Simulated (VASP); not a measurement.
Input of a VASP 6.6.1 run:

File INCAR:

```
SYSTEM = TePb
ALGO     = Normal         ! electronic algorithm
EDIFF    = 1E-6           ! SCF threshold, eV
ENCUT    = 520            ! plane-wave cutoff, eV
GGA      = PS             ! functional
ISIF     = 2              ! what is computed and relaxed
ISMEAR   = 0              ! smearing method
LASPH    = .True.         ! aspherical terms in the spheres
LCHARG   = .False.        ! write CHGCAR
LREAL    = Auto         
LUSENCCL = .False.      
LWAVE    = .False.        ! write WAVECAR
NBANDS   = 182            ! bands
NELM     = 80             ! most SCF steps
PREC     = Accurate       ! precision mode
SIGMA    = 0.02           ! smearing width, eV
```

The input KPOINTS:

```
Automatic mesh
0
Gamma
  2 2 2
  0.5 0.5 0.5
```

POSCAR

```
TePb
1.0
   -6.4455049046     -6.4455049046      6.4455049046
    6.4455049046     -6.4455049046     -6.4455049046
    6.4455049046      6.4455049046      6.4455049046
Te Pb
16 16
Direct
    0.2486709148     -0.0018335216      0.7500556392
   -0.0016504409     -0.0021324445     -0.0003900885
    0.4985405218      0.7482183615      0.7498979979
    0.2483833653      0.7481225438     -0.0001251247
   -0.0015043773      0.7480742940      0.2499255320
    0.7486668372     -0.0019272681      0.2500672784
    0.4983166435     -0.0019770124      0.4997061567
   -0.0012149013      0.2482312021      0.7501284393
    0.7484288449      0.4981344793      0.7497676714
    0.4983400465      0.4979410398     -0.0002097856
    0.2483155916      0.4981813122      0.2498106981
   -0.0015539079      0.4978864062      0.4997007710
    0.7481762945      0.7478439756      0.4996925197
    0.7483098508      0.2480278360     -0.0002879623
    0.4986605676      0.2481717100      0.2500672175
    0.2481684945      0.2479537754      0.4998336888
    0.2485904392      0.7483260544      0.4999319708
   -0.0014753677      0.7478309086      0.7493739669
    0.4980267489      0.4979040270      0.4995675220
    0.2486950657      0.4983658984      0.7497929630
   -0.0016169169      0.4981418065     -0.0003215057
    0.7485021728      0.7479825046     -0.0002851076
    0.4984688245      0.7480489473      0.2495252579
   -0.0015124013     -0.0022445885      0.4999892355
    0.7488007646      0.2480324905      0.5001226133
    0.4985906823      0.2482453547      0.7495570210
    0.2486996017      0.2480034405      0.0000574403
   -0.0016648959      0.2478569198      0.2492742122
    0.7485897430      0.4980714366      0.2495825302
    0.7485611478     -0.0017753742      0.7495609707
    0.4987897003     -0.0018853288      0.0001180757
    0.2484993377     -0.0017190156      0.2497789739
```

Potentials or basis: VASP PAW PBE potentials, release 64 (Te, Pb_d).

Run with:

```bash
$ cat potpaw_PBE.64/Te/POTCAR potpaw_PBE.64/Pb_d/POTCAR > POTCAR
$ mpirun -np 1 vasp_std > vasp.out
```

**Question.** Predict the pressure.

**Answer.** -0.2 GPa.

**Question.** Predict the band gap on the k mesh.

**Answer.** 1.67 eV.

**Question.** What does it give for the largest force?

**Answer.** 0.010 eV/Å.

Forces on the atoms (eV/Å):
```
Te   0.002 -0.001 -0.001
Te   0.003 -0.001  0.000
Te   0.001 -0.001  0.001
Te   0.000 -0.003 -0.001
Te   0.002 -0.004 -0.003
Te   0.001 -0.002 -0.005
Te   0.002 -0.003  0.002
Te  -0.001  0.000 -0.004
Te   0.001  0.000 -0.001
Te   0.001 -0.004  0.000
Te  -0.001 -0.002  0.002
Te   0.003 -0.002 -0.002
Te   0.002 -0.001  0.002
Te   0.000 -0.003  0.001
Te   0.000  0.000 -0.001
Te   0.000 -0.003  0.000
Pb  -0.005  0.006  0.005
Pb   0.000 -0.001 -0.002
Pb   0.000 -0.002  0.004
Pb  -0.004  0.005  0.003
Pb  -0.005  0.004  0.001
Pb   0.001  0.001  0.001
Pb  -0.002  0.004  0.002
Pb   0.003 -0.004 -0.002
Pb   0.000 -0.003 -0.003
Pb  -0.003  0.008 -0.001
Pb   0.002 -0.002 -0.001
Pb   0.001  0.000  0.003
Pb   0.001  0.006  0.002
Pb  -0.004  0.006  0.001
Pb   0.001  0.000 -0.002
Pb  -0.004  0.002 -0.001
```

Caveat: the PAW data sets were made with another functional, which shifts forces and pressure a little; spin-orbit coupling is left out, which moves the levels of the heavy elements; a shifted mesh leaves out Γ, where band edges can lie. A k mesh can miss the band edges.
